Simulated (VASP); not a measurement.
# InGa2N3 (Cmc2_1) in VASP: notebook

InGa2N3 is run at these levels: PBE; tasks: single point.

Everything below comes from runs of VASP 6.6.1. Logs are shortened: lines on timing, memory, paths and dates and some standing lists are left out, and cuts for length are marked.

**1. The cell of the first run**

Symmetry: Cmc2_1, No. 36, orthorhombic system. The conventional cell has a = 10.009 Å, b = 5.773 Å, c = 5.390 Å, α = 90.00°, β = 90.00°, γ = 90.00°. In (site symmetry m) has 4 N at 2.18 to 2.19 Å within 2.9 Å. Within 2.6 Å of Ga (site symmetry 1) lie 4 N at 1.97 to 1.98 Å. Within 2.6 Å of N (site symmetry 1) lie 3 Ga at 1.97 to 1.98 Å and 1 In at 2.18 Å. Within 2.6 Å of N (site symmetry m) lie 2 Ga at 1.97 Å and 2 In at 2.18 to 2.19 Å.

**2. Single point, PBE**

File INCAR:

```
SYSTEM = InGa2N3
  PREC = Accurate
  ENCUT = 520
  EDIFF = 1E-7
  ISMEAR = 0
  SIGMA = 0.1
  LREAL = .FALSE.
  LASPH = .TRUE.
  NELM = 100
  ALGO = Normal
  ISIF = 2
  LWAVE = .FALSE.
  LCHARG = .FALSE.
  GGA = PE
  NBANDS = 66
```

File KPOINTS:

```
Automatic mesh
0
G
  4 4 4
  0 0 0
```

File POSCAR:

```
InGa2N3
1.0
    5.0043411300     -2.8865206200      0.0000000000
    5.0043411300      2.8865206200      0.0000000000
    0.0000000000      0.0000000000      5.3903031300
In Ga N
2 4 6
Direct
    0.3252649900      0.6747350100      0.4896960300
    0.6747350100      0.3252649900      0.9896960300
    0.0070880000      0.3338519900      0.4925749900
    0.6661480100      0.9929120000      0.4925749900
    0.9929120000      0.6661480100      0.9925749900
    0.3338519900      0.0070880000      0.9925749900
    0.0268250000      0.3336789900      0.8588829900
    0.6663210100      0.9731750000      0.8588829900
    0.9731750000      0.6663210100      0.3588829900
    0.3336789900      0.0268250000      0.3588829900
    0.3074449900      0.6925550100      0.8953889900
    0.6925550100      0.3074449900      0.3953889900
```

Potentials or basis: VASP PAW PBE potentials, release 64 (In_d, Ga_d, N).

Run with:

```sh
cat potpaw_PBE.64/In_d/POTCAR potpaw_PBE.64/Ga_d/POTCAR potpaw_PBE.64/N/POTCAR > POTCAR
mpirun -np 1 vasp_std > vasp.out
```

OUTCAR:

```text
SYSTEM = InGa2N3
   PREC = Accurate
   ENCUT = 520
   EDIFF = 1E-7
   ISMEAR = 0
   LREAL = .FALSE.
   LASPH = .TRUE.
   NELM = 100
   ISIF = 2
   GGA = PE

 ion  position               nearest neighbor table
   1  0.325  0.675  0.490-   9 2.18  10 2.18  12 2.18  11 2.19   3 3.30   4 3.30   4 3.30   3 3.30
                             6 3.31   5 3.31   6 3.34   5 3.34   2 3.37   2 3.37   4 3.41   3 3.41
   2  0.675  0.325  0.990-   7 2.18   8 2.18  11 2.18  12 2.19   6 3.30   5 3.30   6 3.30   5 3.30
                             4 3.31   3 3.31   4 3.34   3 3.34   1 3.37   1 3.37   6 3.41   5 3.41
   3  0.007  0.334  0.493-   9 1.97  10 1.97  12 1.97   7 1.98   1 3.30   1 3.30   2 3.31   2 3.34
                             1 3.41
   4  0.666  0.993  0.493-  10 1.97   9 1.97  12 1.97   8 1.98   1 3.30   1 3.30   2 3.31   2 3.34
                             1 3.41
   5  0.993  0.666  0.993-   7 1.97   8 1.97  11 1.97   9 1.98   2 3.30   2 3.30   1 3.31   1 3.34
                             2 3.41
   6  0.334  0.007  0.993-   8 1.97   7 1.97  11 1.97  10 1.98   2 3.30   2 3.30   1 3.31   1 3.34
                             2 3.41
   7  0.027  0.334  0.859-   5 1.97   6 1.97   3 1.98   2 2.18
   8  0.666  0.973  0.859-   6 1.97   5 1.97   4 1.98   2 2.18
   9  0.973  0.666  0.359-   3 1.97   4 1.97   5 1.98   1 2.18
  10  0.334  0.027  0.359-   4 1.97   3 1.97   6 1.98   1 2.18
  11  0.307  0.693  0.895-   5 1.97   6 1.97   2 2.18   1 2.19
  12  0.693  0.307  0.395-   3 1.97   4 1.97   1 2.18   2 2.19

  LATTYP: Found a base centered orthorhombic cell.
 ALAT       =     5.7730412400
 B/A-ratio  =     1.7336931860
 C/A-ratio  =     0.9337025159

  Lattice vectors:

 A1 = (  -5.0043411300,  -2.8865206200,   0.0000000000)
 A2 = (   5.0043411300,  -2.8865206200,   0.0000000000)
 A3 = (   0.0000000000,   0.0000000000,   5.3903031300)

Analysis of symmetry for initial positions (statically):
=====================================================================
 Subroutine PRICEL returns:
 Original cell was already a primitive cell.

 Routine SETGRP: Setting up the symmetry group for a
 base centered orthorhombic supercell.

 Subroutine GETGRP returns: Found  4 space group operations
 (whereof  2 operations were pure point group operations)
 out of a pool of  8 trial point group operations.

The static configuration has the point symmetry C_1h.
 The point group associated with its full space group is C_2v.

Analysis of symmetry for dynamics (positions and initial velocities):
=====================================================================
 Subroutine PRICEL returns:
 Original cell was already a primitive cell.

 Routine SETGRP: Setting up the symmetry group for a
 base centered orthorhombic supercell.

 Subroutine GETGRP returns: Found  4 space group operations
 (whereof  2 operations were pure point group operations)
 out of a pool of  8 trial point group operations.

The dynamic configuration has the point symmetry C_1h.
 The point group associated with its full space group is C_2v.

 Subroutine INISYM returns: Found  4 space group operations
 (whereof  2 operations are pure point group operations),
 and found     1 'primitive' translations

----------------------------------------------------------------------------------------

                                     Primitive cell

  volume of cell :     155.7273

  direct lattice vectors                    reciprocal lattice vectors
     5.004341130 -2.886520620  0.000000000     0.099913253 -0.173218925  0.000000000
     5.004341130  2.886520620  0.000000000     0.099913253  0.173218925  0.000000000
     0.000000000  0.000000000  5.390303130     0.000000000  0.000000000  0.185518324

  length of vectors
     5.777147344  5.777147344  5.390303130     0.199968633  0.199968633  0.185518324

  position of ions in fractional coordinates (direct lattice)
     0.325264990  0.674735010  0.489696030
     0.674735010  0.325264990  0.989696030
     0.007088000  0.333851990  0.492574990
     0.666148010  0.992912000  0.492574990
     0.992912000  0.666148010  0.992574990
     0.333851990  0.007088000  0.992574990
     0.026825000  0.333678990  0.858882990
     0.666321010  0.973175000  0.858882990
     0.973175000  0.666321010  0.358882990
     0.333678990  0.026825000  0.358882990
     0.307444990  0.692555010  0.895388990
     0.692555010  0.307444990  0.395388990

  ion indices of the primitive-cell ions
   primitive index   ion index
                 1           1
                 2           2
                 3           3
                 4           4
                 5           5
                 6           6
                 7           7
                 8           8
                 9           9
                10          10
                11          11
                12          12

----------------------------------------------------------------------------------------

 KPOINTS: Automatic mesh

Automatic generation of k-mesh.
 Grid dimensions read from file:
 generate k-points for:    4    4    4

 Generating k-lattice:

  Cartesian coordinates                     Fractional coordinates (reciprocal lattice)
     0.024978313 -0.043304731  0.000000000     0.250000000  0.000000000  0.000000000
     0.024978313  0.043304731  0.000000000     0.000000000  0.250000000  0.000000000
     0.000000000  0.000000000  0.046379581     0.000000000  0.000000000  0.250000000

  Length of vectors
     0.049992158  0.049992158  0.046379581

  Shift w.r.t. Gamma in fractional coordinates (k-lattice)
     0.000000000  0.000000000  0.000000000

 Subroutine IBZKPT returns following result:
 ===========================================

 Found     21 irreducible k-points:

 Following reciprocal coordinates:
            Coordinates               Weight
  0.000000  0.000000  0.000000      1.000000
  0.250000  0.000000  0.000000      4.000000
  0.500000  0.000000  0.000000      2.000000
  0.250000  0.250000  0.000000      2.000000
  0.500000  0.250000  0.000000      4.000000
 -0.250000  0.250000  0.000000      2.000000
[... 13 lines left out ...]
 -0.250000  0.250000  0.500000      2.000000
  0.500000  0.500000  0.500000      1.000000
   k-points           NKPTS =     21   k-points in BZ     NKDIM =     21   number of bands    NBANDS=     66
   number of dos      NEDOS =    301   number of ions     NIONS =     12
   total plane-waves  NPLWV =  92160
   dimension x,y,z NGX =    48 NGY =   48 NGZ =   40
   dimension x,y,z NGXF=    96 NGYF=   96 NGZF=   80
   ions per type =               2   4   6
   NGX,Y,Z   is equivalent  to a cutoff of  13.81, 13.81, 12.34 a.u.
   NGXF,Y,Z  is equivalent  to a cutoff of  27.63, 27.63, 24.67 a.u.
 SYSTEM =  InGa2N3
   PREC   = accura    normal or accurate (medium, high low for compatibility)
   ISTART =      0    job   : 0-new  1-cont  2-samecut
   ICHARG =      2    charge: 1-file 2-atom 10-const
   ISPIN  =      1    spin polarized calculation?
   LNONCOLLINEAR =      F non collinear calculations
   LSORBIT =      F    spin-orbit coupling
   LASPH  =      T    aspherical Exc in radial PAW
   ENCUT  =  520.0 eV  38.22 Ry    6.18 a.u.  10.74 10.74 10.02*2*pi/ulx,y,z
   NELM   =    100;   NELMIN=  2; NELMDL= -5     # of ELM steps
   EDIFF  = 0.1E-06   stopping-criterion for ELM
   LREAL  =      F    real-space projection
   EDIFFG = 0.1E-05   stopping-criterion for IOM
   NSW    =      0    number of steps for IOM
   IBRION =     -1    ionic relax: 0-MD 1-quasi-New 2-CG
   NFREE  =      0    steps in history (QN), initial steepest desc. (CG)
   ISIF   =      2    stress and relaxation
   ISYM   =      2    0-nonsym 1-usesym 2-fastsym
   POTIM  = 0.5000    time-step for ionic-motion
   TEBEG  =    0.0;   TEEND  =   0.0 temperature during run
   PSTRESS=    0.0 pullay stress
   NELECT =     108.0000    total number of electrons
   NUPDOWN=      -1.0000    fix difference up-down
   EMIN   =  10.00;   EMAX   =-10.00  energy-range for DOS
   EFERMI =   0.00;   METHOD = LEGACY
   ISMEAR =     0;   SIGMA  =   0.10  broadening in eV -4-tet -1-fermi 0-gaus
   EFERMI_NEDOS =   21; number of points for ismear=-14 and -15
   IALGO  =     38    algorithm
   IMIX   =      4    mixing-type and parameters
     AMIX     =   0.40;   BMIX     =  1.00
     AMIX_MAG =   1.60;   BMIX_MAG =  1.00
  volume/ion in A,a.u.               =      12.98        87.57
  Fermi-wavevector in a.u.,A,eV,Ry     =   1.449087  2.738378 28.570241  2.099853
  Thomas-Fermi vector in A             =   2.566854
   LORBIT       =      0    0 simple, 1 ext, 2 COOP (PROOUT), +10 PAW based schemes
   GGA     = PE    functional components
   LHFCALC =     F    Hartree Fock is set to
   AEXX    =    0.0000 exact exchange contribution
   IVDW    =     0    specifies the selected vdW correction
   LEPSILON=     F    determine dielectric tensor
   LRPA    =     F    only Hartree local field effects (RPA)
 non-spin polarized calculation
 Gauss-broadening in eV      SIGMA  =   0.10
  energy-cutoff  :      520.00
  volume of cell :      155.73
 maximum number of plane-waves:      4208
 NGX is ok and might be reduce to    48
   NGX = 21   NGY = 21   NGZ = 21

 number of electron     107.9999971 magnetization

 Free energy of the ion-electron system (eV)
  ---------------------------------------------------
  ext. energy  EPLUGINS =         0.00000000
  ---------------------------------------------------
  free energy    TOTEN  =       -69.90266458 eV

  energy without entropy =      -69.90266458  energy(sigma->0) =      -69.90266458

 E-fermi :   6.0678     XC(G=0): -11.2225

 val. band max:        5.5947670169   @ k =   0.0000   0.0000   0.0000
 cond. band min:       6.4888411873   @ k =   0.0000   0.0000   0.0000
 fundamental gap:      0.8940741704
 Fermi energy:         6.0677937756

 k-point     1 :       0.0000    0.0000    0.0000
  band No.  band energies     occupation
      1      -9.7101      2.00000
      2      -9.2771      2.00000
      3      -9.1565      2.00000
      4      -9.1507      2.00000
      5      -9.1188      2.00000
      6      -9.1031      2.00000
[... 58 lines left out ...]
     65      13.7532      0.00000
     66      14.5490      0.00000

 k-point     2 :       0.2500    0.0000    0.0000
  band No.  band energies     occupation
      1      -9.5938      2.00000
      2      -9.2598      2.00000
      3      -9.2160      2.00000
      4      -9.1422      2.00000
      5      -9.1260      2.00000
      6      -9.0745      2.00000
[... 58 lines left out ...]
     65      13.5340      0.00000
     66      13.9430      0.00000

 k-point     3 :       0.5000    0.0000    0.0000
  band No.  band energies     occupation
      1      -9.4125      2.00000
      2      -9.3669      2.00000
      3      -9.1794      2.00000
      4      -9.1604      2.00000
      5      -9.1281      2.00000
      6      -9.0541      2.00000
[... 1231 lines left out ...]
     65      13.1991      0.00000
     66      13.1991      0.00000

 k-point    21 :       0.5000    0.5000    0.5000
  band No.  band energies     occupation
      1      -9.2653      2.00000
      2      -9.2653      2.00000
      3      -9.1824      2.00000
      4      -9.1824      2.00000
      5      -9.0202      2.00000
      6      -9.0202      2.00000
[... 58 lines left out ...]
     65      13.3814      0.00000
     66      13.3815      0.00000

------------------------ aborting loop because EDIFF is reached ----------------------------------------

  FORCE on cell =-STRESS in cart. coord.  units (eV):
  Direction    XX          YY          ZZ          XY          YZ          ZX
  --------------------------------------------------------------------------------------
  -------------------------------------------------------------------------------------
  Total        0.6903074      0.7137080      0.7116729      0.0000000      0.0000000      0.0000000
  in kB        7.1021257      7.3428788      7.3219419      0.0000000      0.0000000      0.0000000
  external PRESSURE =       7.2556488 kB  Pullay stress =       0.0000000 kB

 VOLUME and BASIS-vectors are now :
 -----------------------------------------------------------------------------
  energy-cutoff  :      520.00
  volume of cell :      155.73
      direct lattice vectors                 reciprocal lattice vectors
     5.004341130 -2.886520620  0.000000000     0.099913253 -0.173218925  0.000000000
     5.004341130  2.886520620  0.000000000     0.099913253  0.173218925  0.000000000
     0.000000000  0.000000000  5.390303130     0.000000000  0.000000000  0.185518324

 POSITION                                       TOTAL-FORCE (eV/Angst)
 -----------------------------------------------------------------------------------
      5.00434      1.00875      2.63961         0.000000      0.001263      0.000768
      5.00434     -1.00875      5.33476         0.000000     -0.001263      0.000768
      1.70618      0.94321      2.65513        -0.000951      0.000373      0.001172
      8.30250      0.94321      2.65513         0.000951      0.000373      0.001172
      8.30250     -0.94321      5.35028         0.000951     -0.000373      0.001172
      1.70618     -0.94321      5.35028        -0.000951     -0.000373      0.001172
      1.80408      0.88574      4.62964        -0.018050      0.011672      0.005703
      8.20460      0.88574      4.62964         0.018050      0.011672      0.005703
      8.20460     -0.88574      1.93449         0.018050     -0.011672      0.005703
      1.80408     -0.88574      1.93449        -0.018050     -0.011672      0.005703
      5.00434      1.11163      4.82642         0.000000     -0.020649     -0.014519
      5.00434     -1.11163      2.13127         0.000000      0.020649     -0.014519
 -----------------------------------------------------------------------------------
    total drift:                                0.000001     -0.000000     -0.003736

  FREE ENERGIE OF THE ION-ELECTRON SYSTEM (eV)
  ---------------------------------------------------
  free  energy   TOTEN  =       -69.9026645755 eV

  energy  without entropy=      -69.9026645755  energy(sigma->0) =      -69.90266458
```

It took 12 min on 1 thread of Intel Xeon 8259CL, shared host; peak memory 0.39 GiB.

What came out:

| Property | Result |
| --- | --- |
| Free energy | -69.9027 eV |
| Pressure | 0.7 GPa |
| Largest force | 0.025 eV/Å |
| Band gap on the k mesh | 0.89 eV |

Forces on the atoms (eV/Å):
```
In   0.000  0.001  0.001
In   0.000 -0.001  0.001
Ga  -0.001  0.000  0.001
Ga   0.001  0.000  0.001
Ga   0.001  0.000  0.001
Ga  -0.001  0.000  0.001
N   -0.018  0.012  0.006
N    0.018  0.012  0.006
N    0.018 -0.012  0.006
N   -0.018 -0.012  0.006
N    0.000 -0.021 -0.015
N    0.000  0.021 -0.015
```

Caveat: spin-orbit coupling is left out, which moves the levels of the heavy elements.

(Continued in part 2 of 2.)
